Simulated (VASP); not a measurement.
Here is a VASP 6.6.1 calculation.

Contents of INCAR:

```
SYSTEM = GaSb
PREC     = Accurate       ! precision mode
ENCUT    = 520            ! plane-wave cutoff, eV
EDIFF    = 1E-7           ! SCF threshold, eV
ISMEAR   = 0              ! smearing method
SIGMA    = 0.15           ! smearing width, eV
LREAL    = .FALSE.        ! projectors in reciprocal space
LASPH    = .TRUE.         ! aspherical terms in the spheres
NELM     = 100            ! most SCF steps
ALGO     = Normal         ! electronic algorithm
ISIF     = 2              ! what is computed and relaxed
LWAVE    = .FALSE.        ! write WAVECAR
LCHARG   = .TRUE.         ! write CHGCAR
LELF     = .TRUE.         ! ELF
LVHAR    = .TRUE.       
NBANDS   = 16             ! bands
```

The input KPOINTS:

```
Automatic mesh
0
G
  16 16 16
  0 0 0
```

Contents of POSCAR:

```
GaSb
1.0
   -2.8786500000      2.8786500000      1.6617500000
    2.8786500000     -2.8786500000      1.6617500000
    2.8786500000      2.8786500000     -1.6617500000
Ga Sb
1 1
Direct
    0.2500000000      0.7500000000      0.5000000000
    0.0000000000      0.0000000000      0.0000000000
```

Potentials or basis: VASP PAW LDA potentials, release 64 (Ga_d, Sb).

Run with:

```console
$ cat potpaw_LDA.64/Ga_d/POTCAR potpaw_LDA.64/Sb/POTCAR > POTCAR
$ mpirun -np 1 vasp_std > vasp.out
```

(1) Predict the pressure.

(2) Predict the band gap on the k mesh.

Answers

(1) -8.3 GPa.

(2) zero (bands 9 and 10 overlap by 4.12 eV).

Caveat: the cell stands under tension; spin-orbit coupling is left out, which moves the levels of the heavy elements.
